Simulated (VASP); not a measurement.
# HC4 in VASP: a series of runs

Runs on HC4. Level: PBE+D3(BJ). Tasks: single point.

All numbers are computed with VASP 6.6.1; they aren't measurements. Logs are shortened: lines on timing, memory, paths and dates and some standing lists are left out, and cuts for length are marked.

### Step 1. The cell of the first run

The cell holds a slab with vacuum, 10 atoms: a = 4.931 Å, b = 4.931 Å, c = 18.000 Å, α = 90.00°, β = 90.00°, γ = 120.00°.

### Step 2. Single point, PBE+D3(BJ)

The input, INCAR:

```
SYSTEM = HC4
ALGO     = Normal         ! electronic algorithm
DIPOL    = 0.5 0.5 0.256
EDIFF    = 1E-6           ! SCF threshold, eV
ENCUT    = 520            ! plane-wave cutoff, eV
GGA      = PE             ! functional
IDIPOL   = 3            
ISIF     = 2              ! what is computed and relaxed
ISMEAR   = 0              ! smearing method
IVDW     = 12             ! dispersion correction
LASPH    = .True.         ! aspherical terms in the spheres
LCHARG   = .True.         ! write CHGCAR
LDIPOL   = .True.       
LELF     = .True.         ! ELF
LREAL    = .False.        ! projectors in reciprocal space
LVACPOTAV= .True.       
LVHAR    = .True.       
LWAVE    = .False.        ! write WAVECAR
NBANDS   = 28             ! bands
NELM     = 100            ! most SCF steps
PREC     = Accurate       ! precision mode
SIGMA    = 0.1            ! smearing width, eV
```

The input, KPOINTS:

```
k-points
0
Gamma
  6 6 1
  0 0 0
```

The input, POSCAR:

```
HC4
1.0
    4.9314011428      0.0000000001      0.0000000000
   -2.4657005715      4.2707186659      0.0000000000
    0.0000000000      0.0000000000     18.0000000000
C H
8 2
Direct
    0.1666666667      0.3333333333      0.2222222222
    0.1666666667      0.8333333333      0.2222222222
    0.6666666667      0.3333333333      0.2222222222
    0.6666666667      0.8333333333      0.2222222222
    0.3333333333      0.1666666667      0.2222222222
    0.3333333333      0.6666666667      0.2222222222
    0.8333333333      0.1666666667      0.2222222222
    0.8333333333      0.6666666667      0.2222222222
    0.1568211181      0.1568221095      0.3888888889
    0.3431788819      0.3431778905      0.3888888889
```

Potentials or basis: VASP PAW PBE potentials, release 64 (C, H).

On the command line:

```sh
> cat potpaw_PBE.64/C/POTCAR potpaw_PBE.64/H/POTCAR > POTCAR
> mpirun -np 1 vasp_std > vasp.out
```

OUTCAR:

```text
SYSTEM = HC4
   EDIFF = 1E-6
   ENCUT = 520
   GGA = PE
   ISIF = 2
   ISMEAR = 0
   IVDW = 12
   LASPH = .True.
   LREAL = .False.
   NELM = 100
   PREC = Accurate
 IVDW          = 12

 ion  position               nearest neighbor table
   1  0.167  0.333  0.222-   5 1.42   7 1.42   6 1.42
   2  0.167  0.833  0.222-   6 1.42   8 1.42   5 1.42
   3  0.667  0.333  0.222-   7 1.42   5 1.42   8 1.42
   4  0.667  0.833  0.222-   8 1.42   6 1.42   7 1.42
   5  0.333  0.167  0.222-   1 1.42   3 1.42   2 1.42
   6  0.333  0.667  0.222-   2 1.42   4 1.42   1 1.42
   7  0.833  0.167  0.222-   3 1.42   1 1.42   4 1.42
   8  0.833  0.667  0.222-   4 1.42   2 1.42   3 1.42
   9  0.157  0.157  0.389-
  10  0.343  0.343  0.389-

  LATTYP: Found a hexagonal cell.
 ALAT       =     4.9314011428
 C/A-ratio  =     3.6500782392

  Lattice vectors:

 A1 = (   4.9314011428,   0.0000000001,   0.0000000000)
 A2 = (  -2.4657005715,   4.2707186659,   0.0000000000)
 A3 = (   0.0000000000,   0.0000000000,  18.0000000000)

Analysis of symmetry for initial positions (statically):
=====================================================================
 Subroutine PRICEL returns:
 Original cell was already a primitive cell.

 Routine SETGRP: Setting up the symmetry group for a
 hexagonal supercell.

 Subroutine GETGRP returns: Found  4 space group operations
 (whereof  2 operations were pure point group operations)
 out of a pool of 24 trial point group operations.

The static configuration has the point symmetry C_1h.
 The point group associated with its full space group is C_2v.

Analysis of symmetry for dynamics (positions and initial velocities):
=====================================================================
 Subroutine PRICEL returns:
 Original cell was already a primitive cell.

 Routine SETGRP: Setting up the symmetry group for a
 hexagonal supercell.

 Subroutine GETGRP returns: Found  4 space group operations
 (whereof  2 operations were pure point group operations)
 out of a pool of 24 trial point group operations.

The dynamic configuration has the point symmetry C_1h.
 The point group associated with its full space group is C_2v.

 Subroutine INISYM returns: Found  4 space group operations
 (whereof  2 operations are pure point group operations),
 and found     1 'primitive' translations

----------------------------------------------------------------------------------------

                                     Primitive cell

  volume of cell :     379.0913

  direct lattice vectors                    reciprocal lattice vectors
     4.931401143  0.000000000  0.000000000     0.202782124  0.117076314  0.000000000
    -2.465700572  4.270718666  0.000000000    -0.000000000  0.234152628  0.000000000
     0.000000000  0.000000000 18.000000000     0.000000000  0.000000000  0.055555556

  length of vectors
     4.931401143  4.931401143 18.000000000     0.234152628  0.234152628  0.055555556

  position of ions in fractional coordinates (direct lattice)
     0.166666667  0.333333333  0.222222222
     0.166666667  0.833333333  0.222222222
     0.666666667  0.333333333  0.222222222
     0.666666667  0.833333333  0.222222222
     0.333333333  0.166666667  0.222222222
     0.333333333  0.666666667  0.222222222
     0.833333333  0.166666667  0.222222222
     0.833333333  0.666666667  0.222222222
     0.156821118  0.156822109  0.388888889
     0.343178882  0.343177891  0.388888889

  ion indices of the primitive-cell ions
   primitive index   ion index
                 1           1
                 2           2
                 3           3
                 4           4
                 5           5
                 6           6
                 7           7
                 8           8
                 9           9
                10          10

----------------------------------------------------------------------------------------

 KPOINTS: k-points

Automatic generation of k-mesh.
 Grid dimensions read from file:
 generate k-points for:    6    6    1

 Generating k-lattice:

  Cartesian coordinates                     Fractional coordinates (reciprocal lattice)
     0.033797021  0.019512719  0.000000000     0.166666667  0.000000000  0.000000000
    -0.000000000  0.039025438  0.000000000     0.000000000  0.166666667  0.000000000
     0.000000000  0.000000000  0.055555556     0.000000000  0.000000000  1.000000000

  Length of vectors
     0.039025438  0.039025438  0.055555556

  Shift w.r.t. Gamma in fractional coordinates (k-lattice)
     0.000000000  0.000000000  0.000000000

 Subroutine IBZKPT returns following result:
 ===========================================

 Found     13 irreducible k-points:

 Following reciprocal coordinates:
            Coordinates               Weight
  0.000000  0.000000  0.000000      1.000000
  0.166667  0.000000  0.000000      4.000000
 -0.166667  0.166667  0.000000      2.000000
  0.333333  0.000000  0.000000      4.000000
[... 37 lines left out ...]
   PSTRESS=    0.0 pullay stress
   NELECT =      34.0000    total number of electrons
   NUPDOWN=      -1.0000    fix difference up-down
   EMIN   =  10.00;   EMAX   =-10.00  energy-range for DOS
   EFERMI =   0.00;   METHOD = LEGACY
   ISMEAR =     0;   SIGMA  =   0.10  broadening in eV -4-tet -1-fermi 0-gaus
   EFERMI_NEDOS =   21; number of points for ismear=-14 and -15
   IALGO  =     38    algorithm
   IMIX   =      4    mixing-type and parameters
     AMIX     =   0.40;   BMIX     =  1.00
     AMIX_MAG =   1.60;   BMIX_MAG =  1.00
  volume/ion in A,a.u.               =      37.91       255.82
  Fermi-wavevector in a.u.,A,eV,Ry     =   0.732802  1.384795  7.306308  0.536999
  Thomas-Fermi vector in A             =   1.825354
   LORBIT       =      0    0 simple, 1 ext, 2 COOP (PROOUT), +10 PAW based schemes
   GGA     = PE    functional components
   LHFCALC =     F    Hartree Fock is set to
   AEXX    =    0.0000 exact exchange contribution
   IVDW    =    12    specifies the selected vdW correction
   LEPSILON=     F    determine dielectric tensor
   LRPA    =     F    only Hartree local field effects (RPA)
 non-spin polarized calculation
 Gauss-broadening in eV      SIGMA  =   0.10
  energy-cutoff  :      520.00
  volume of cell :      379.09
 maximum number of plane-waves:     10258
 NGX is ok and might be reduce to    40

 dipolmoment           0.000000      0.000000     -0.002931 electrons x Angstroem

 number of electron      33.9999999 magnetization

 dipolmoment           0.000000      0.000000      0.006258 electrons x Angstroem

 Free energy of the ion-electron system (eV)
  ---------------------------------------------------
  ext. energy  EPLUGINS =         0.00000000
  ---------------------------------------------------
  free energy    TOTEN  =       -80.19278027 eV

  energy without entropy =      -80.18651273  energy(sigma->0) =      -80.18964650

 E-fermi :  -2.4990     XC(G=0):  -2.8408

 val. band max:       -2.5004385430   @ k =   0.3333   0.3333   0.0000
 cond. band min:      -2.4976337430   @ k =   0.3333   0.3333   0.0000
 fundamental gap:      0.0028048000
 Fermi energy:        -2.4990361430

 k-point     1 :       0.0000    0.0000    0.0000
  band No.  band energies     occupation
      1     -22.0218      2.00000
      2     -16.7791      2.00000
      3     -16.7787      2.00000
      4     -16.7787      2.00000
      5     -15.7382      2.00000
      6     -15.7379      2.00000
[... 20 lines left out ...]
     27       4.8722      0.00000
     28       4.8723      0.00000

 k-point     2 :       0.1667    0.0000    0.0000
  band No.  band energies     occupation
      1     -21.8577      2.00000
      2     -18.0404      2.00000
      3     -17.1740      2.00000
      4     -17.1738      2.00000
      5     -15.0746      2.00000
      6     -15.0743      2.00000
[... 333 lines left out ...]
 k-point    13 :       0.3333    0.3333    0.0000
  band No.  band energies     occupation
      1     -20.0791      2.00000
      2     -20.0739      2.00000
      3     -20.0703      2.00000
      4     -15.0977      2.00000
      5     -15.0974      2.00000
      6     -13.0581      2.00000
[... 20 lines left out ...]
     27       4.1167      0.00000
     28       4.5674      0.00000

------------------------ aborting loop because EDIFF is reached ----------------------------------------

 Edisp (eV)   -0.80771

 E8    (eV) :    -0.2426

  FORCE on cell =-STRESS in cart. coord.  units (eV):
  Direction    XX          YY          ZZ          XY          YZ          ZX
  --------------------------------------------------------------------------------------
  -------------------------------------------------------------------------------------
  Total      -0.55182    -2.14977     0.02000    -1.38386     0.00000     0.00000
  in kB      -2.33221    -9.08572     0.08451    -5.84871     0.00000     0.00000
  external pressure =       -3.78 kB  Pullay stress =        0.00 kB

 VOLUME and BASIS-vectors are now :
 -----------------------------------------------------------------------------
  energy-cutoff  :      520.00
  volume of cell :      379.09
      direct lattice vectors                 reciprocal lattice vectors
     4.931401143  0.000000000  0.000000000     0.202782124  0.117076314  0.000000000
    -2.465700572  4.270718666  0.000000000    -0.000000000  0.234152628  0.000000000
     0.000000000  0.000000000 18.000000000     0.000000000  0.000000000  0.055555556

 POSITION                                       TOTAL-FORCE (eV/Angst)
 -----------------------------------------------------------------------------------
      0.00000      1.42357      4.00000         0.003259     -0.001882     -0.049147
     -1.23285      3.55893      4.00000         0.002504      0.023267      0.006030
      2.46570      1.42357      4.00000        -0.018898     -0.013802      0.006030
      1.23285      3.55893      4.00000        -0.008479      0.004895      0.022206
      1.23285      0.71179      4.00000        -0.003259      0.001882     -0.049147
     -0.00000      2.84715      4.00000        -0.002504     -0.023267      0.006030
      3.69855      0.71179      4.00000         0.018898      0.013802      0.006030
      2.46570      2.84715      4.00000         0.008479     -0.004895      0.022206
      0.38667      0.66974      7.00000         1.705516      2.954040      0.014881
      0.84618      1.46562      7.00000        -1.705516     -2.954040      0.014881
 -----------------------------------------------------------------------------------
    total drift:                               -0.002015      0.003445      0.000520

  FREE ENERGIE OF THE ION-ELECTRON SYSTEM (eV)
  ---------------------------------------------------
  free  energy   TOTEN  =       -81.0004887622 eV

  energy  without entropy=      -80.9942212218  energy(sigma->0) =      -80.99735499

 vacuum level on the upper side and lower side of the slab         1.806         1.753
```

It took 1.8 min on 1 thread of Intel Xeon 6975P-C (Granite Rapids), shared host; peak memory 0.53 GiB.

What came out:

```yaml
Free_energy: -81.0005 eV
Largest_force: 3.411 eV/Å
Band_gap_on_the_k_mesh: zero (filled and empty bands touch)
Dispersion_energy_per_atom: -0.081 eV
```

Forces in eV/Å, atoms in the order of the input:
```
C    0.003 -0.002 -0.049
C    0.003  0.023  0.006
C   -0.019 -0.014  0.006
C   -0.008  0.005  0.022
C   -0.003  0.002 -0.049
C   -0.003 -0.023  0.006
C    0.019  0.014  0.006
C    0.008 -0.005  0.022
H    1.706  2.954  0.015
H   -1.706 -2.954  0.015
```

Levels at points of the mesh, in eV from the Fermi level:
| k point | band 13 | band 14 | band 15 | band 16 | band 17 | band 18 | band 19 | band 20 | band 21 | band 22 |
| --- | --- | --- | --- | --- | --- | --- | --- | --- | --- | --- |
| (0.00, 0.00, 0.00) | -3.04 | -3.04 | -2.36 | -2.36 | -2.35 | 1.64 | 1.68 | 1.68 | 3.54 | 4.02 |
| (0.50, 0.00, 0.00) | -5.20 | -5.06 | -5.05 | -2.74 | -2.72 | 2.81 | 2.82 | 3.20 | 5.54 | 5.65 |

### Step 3. Single point, PBE+D3(BJ)

The input, INCAR:

```
SYSTEM = HC4
ALGO = Normal ; DIPOL = 0.5 0.5 0.227
EDIFF = 1E-7 ; ENCUT = 520
GGA = PE ; IDIPOL = 3
ISIF = 2 ; ISMEAR = 0
IVDW = 12 ; LASPH = .True.
LCHARG = .False. ; LDIPOL = .True.
LREAL = .False. ; LWAVE = .False.
NBANDS = 28 ; NELM = 80
PREC = Accurate ; SIGMA = 0.1
```

KPOINTS is that of step 2.

Edit POSCAR of step 2 so:

```diff
@@ -16,3 +16,3 @@
     0.8333333333      0.6666666667      0.2222222222
-    0.1568211181      0.1568221095      0.3888888889
-    0.3431788819      0.3431778905      0.3888888889
+    0.1302565185      0.1302577926      0.2472222222
+    0.3697434815      0.3697422074      0.2472222222
```

Potentials or basis: VASP PAW PBE potentials, release 64 (C, H).

On the command line:

```sh
> cat potpaw_PBE.64/C/POTCAR potpaw_PBE.64/H/POTCAR > POTCAR
> mpirun -np 1 vasp_std > vasp.out
```

Wall time 2.1 min (1 thread of Intel Xeon 6975P-C (Granite Rapids), shared host); peak memory 0.53 GiB.

The run converged. Its results:

| Property | Result |
| --- | --- |
| Free energy | -68.4180 eV |
| Largest force | 12.825 eV/Å |
| Band gap on the k mesh | zero (bands 17 and 18 overlap by 0.97 eV) |
| Dispersion energy per atom | -0.079 eV |

Forces on the atoms (eV/Å):
```
C   -9.087  5.247 -7.373
C    0.108 -2.719 -0.312
C    2.409  1.266 -0.312
C    0.155 -0.089 -0.227
C    9.087 -5.247 -7.373
C   -0.108  2.719 -0.312
C   -2.409 -1.266 -0.312
C   -0.155  0.089 -0.227
H   -4.219 -7.308  8.225
H    4.219  7.308  8.225
```

Levels at points of the mesh, in eV from the Fermi level:
| k point | band 13 | band 14 | band 15 | band 16 | band 17 | band 18 | band 19 | band 20 | band 21 | band 22 |
| --- | --- | --- | --- | --- | --- | --- | --- | --- | --- | --- |
| (0.00, 0.00, 0.00) | -4.98 | -4.80 | -4.30 | -3.71 | -1.22 | -0.38 | -0.20 | 1.22 | 1.65 | 2.89 |
| (0.50, 0.00, 0.00) | -7.26 | -6.42 | -4.65 | -4.61 | 0.59 | 0.64 | 1.67 | 3.47 | 3.76 | 4.72 |
| (0.50, 0.50, 0.00) | -7.40 | -6.85 | -4.89 | -4.27 | 0.57 | 1.28 | 3.41 | 3.43 | 3.83 | 4.84 |

### Step 4. Single point, PBE+D3(BJ)

The input, INCAR:

```
ALGO = Normal
DIPOL = 0.5 0.5 0.234
EDIFF = 1E-6
ENCUT = 520
GGA = PE
IDIPOL = 3
ISIF = 2
ISMEAR = 0
IVDW = 12
LASPH = True
LCHARG = False
LDIPOL = True
LREAL = False
LWAVE = False
NBANDS = 28
NELM = 60
PREC = Accurate
SIGMA = 0.1
```

The input, KPOINTS:

```
k-points
0
Gamma
  6 6 1
```

Edit POSCAR of step 3 so:

```diff
@@ -16,3 +16,3 @@
     0.8333333333      0.6666666667      0.2222222222
-    0.1302565185      0.1302577926      0.2472222222
-    0.3697434815      0.3697422074      0.2472222222
+    0.1302565185      0.1302577926      0.2827777778
+    0.3697434815      0.3697422074      0.2827777778
```

On the command line:

```sh
> cat potpaw_PBE.64/C/POTCAR potpaw_PBE.64/H/POTCAR > POTCAR
> mpirun -np 1 vasp_std > vasp.out
```

Run time: 2.3 min. Hardware: 1 thread of Intel Xeon 6975P-C (Granite Rapids), shared host; peak memory 0.53 GiB.

Results (log left out):

| Property | Result |
| --- | --- |
| Free energy | -74.4029 eV |
| Largest force | 3.527 eV/Å |
| Band gap on the k mesh | zero (bands 17 and 18 overlap by 1.52 eV) |
| Dispersion energy per atom | -0.081 eV |

Forces in eV/Å, atoms in the order of the input:
```
C   -2.829  1.633 -1.330
C   -0.289 -0.955 -0.401
C    0.682  0.728 -0.401
C    0.078 -0.045 -0.011
C    2.829 -1.633 -1.330
C    0.289  0.955 -0.401
C   -0.682 -0.728 -0.401
C   -0.078  0.045 -0.011
H   -0.120 -0.208  2.143
H    0.120  0.208  2.143
```

Levels at points of the mesh, in eV from the Fermi level:
```tsv
k point	band 14	band 15	band 16	band 17	band 18	band 19	band 20	band 21
(0.00, 0.00, 0.00)	-3.94	-3.62	-3.02	-1.13	-0.81	0.44	1.32	3.18
(0.50, 0.00, 0.00)	-5.66	-4.26	-4.00	0.12	1.20	2.17	2.33	4.47
(0.50, 0.50, 0.00)	-5.90	-4.53	-3.83	0.71	1.30	1.98	2.66	4.12
```

### Step 5. Single point, PBE+D3(BJ)

The input, INCAR:

```
SYSTEM = HC4
PREC = Accurate ; ENCUT = 520
EDIFF = 1E-6 ; ISMEAR = 0
SIGMA = 0.1 ; LREAL = .False.
LASPH = .True. ; NELM = 60
ALGO = Normal ; ISIF = 2
LWAVE = .False. ; LCHARG = .False.
LDIPOL = .True. ; IDIPOL = 3
DIPOL = 0.5 0.5 0.262 ; GGA = PE
IVDW = 12 ; NBANDS = 28
```

The input, KPOINTS:

```
regular mesh
0
Gamma
  6 6 1
  0 0 0
```

Edit POSCAR of step 4 so:

```diff
@@ -16,3 +16,3 @@
     0.8333333333      0.6666666667      0.2222222222
-    0.1302565185      0.1302577926      0.2827777778
-    0.3697434815      0.3697422074      0.2827777778
+    0.1302565185      0.1302577926      0.4222222222
+    0.3697434815      0.3697422074      0.4222222222
```

On the command line:

```sh
> cat potpaw_PBE.64/C/POTCAR potpaw_PBE.64/H/POTCAR > POTCAR
> mpirun -np 1 vasp_std > vasp.out
```

Wall time 2 min (1 thread of Intel Xeon 6975P-C (Granite Rapids), shared host); peak memory 0.53 GiB.

Results (log left out):

```
Free energy                : -79.8534 eV
Largest force              : 4.662 eV/Å
Band gap on the k mesh     : zero (filled and empty bands touch)
Dispersion energy per atom : -0.078 eV
```

Forces in eV/Å, atoms in the order of the input:
```
C    0.004 -0.002 -0.001
C    0.002  0.008  0.007
C   -0.006 -0.006  0.007
C   -0.003  0.002  0.011
C   -0.004  0.002 -0.001
C   -0.002 -0.008  0.007
C    0.006  0.006  0.007
C    0.003 -0.002  0.011
H    2.331  4.037 -0.024
H   -2.331 -4.037 -0.024
```

Levels at points of the mesh, in eV from the Fermi level:
| k point | band 14 | band 15 | band 16 | band 17 | band 18 | band 19 | band 20 | band 21 |
| --- | --- | --- | --- | --- | --- | --- | --- | --- |
| (0.00, 0.00, 0.00) | -3.05 | -2.36 | -2.36 | -2.36 | 1.66 | 1.68 | 1.68 | 3.30 |
| (0.50, 0.00, 0.00) | -5.05 | -4.57 | -2.74 | -2.74 | 1.87 | 2.82 | 2.82 | 5.41 |
| (0.50, 0.50, 0.00) | -5.06 | -4.61 | -2.74 | -2.74 | 2.82 | 2.82 | 3.03 | 4.16 |

### Step 6. Overview

```tsv
cell	gap on the mesh (eV)	largest force (eV/Å)
as given, atomic positions A	none	3.41
as given, atomic positions B	none	12.82
as given, atomic positions C	none	3.53
as given, atomic positions D	none	4.66
```

Alike in all rows: task single point; level PBE+D3(BJ); potentials or basis VASP PAW PBE potentials, release 64 (C, H); no spin polarisation; k mesh 6 × 6 × 1; cutoff (eV) 520; smearing gaussian 0.1 eV.

Total energies depend on the potentials used, so only differences within one code and one set of settings carry meaning.

The gap in the log of VASP goes by the Fermi energy; the results here count the filled bands.